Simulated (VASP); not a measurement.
The system is RbBr.

```xyz
4
Lattice="5.8901 0.0000 0.0000 -2.9451 5.1010 0.0000 0.0000 0.0000 6.8703" Properties=species:S:1:pos:R:3 pbc="T T T"
Rb    0.0000    3.4007   -0.4294
Rb    2.9451    1.7003    3.0058
Br    0.0000    3.4007    3.0058
Br    2.9451    1.7003    6.4409
```

Base run:

| Property | Result |
| --- | --- |
| Program | VASP 6.6.1 |
| Functional | PBE |
| Potentials or basis | VASP PAW PBE potentials, release 64 (Rb_sv, Br) |
| Cutoff | 520 eV |
| k mesh | 6 × 6 × 4 |
| Occupations | gaussian, width 0.01 eV |
| Spin | no spin polarisation |

Its results: band gap on the k mesh 4.06 eV; pressure 0.3 GPa.

Question: The run is repeated on the same cell with these changes: functional from PBE to PBEsol; k mesh from 6 × 6 × 4 to 3 × 3 × 2. What comes out?

Answer: Band gap on the k mesh 4.07 eV; pressure -0.3 GPa.

Several settings changed at once.

Caveats: some runs use coarse meshes; the structure was generated, so it needn't be the stable form of RbBr; the PAW data sets were made with another functional, which shifts forces and pressure a little (at least some runs).

A k mesh can miss the band edges.
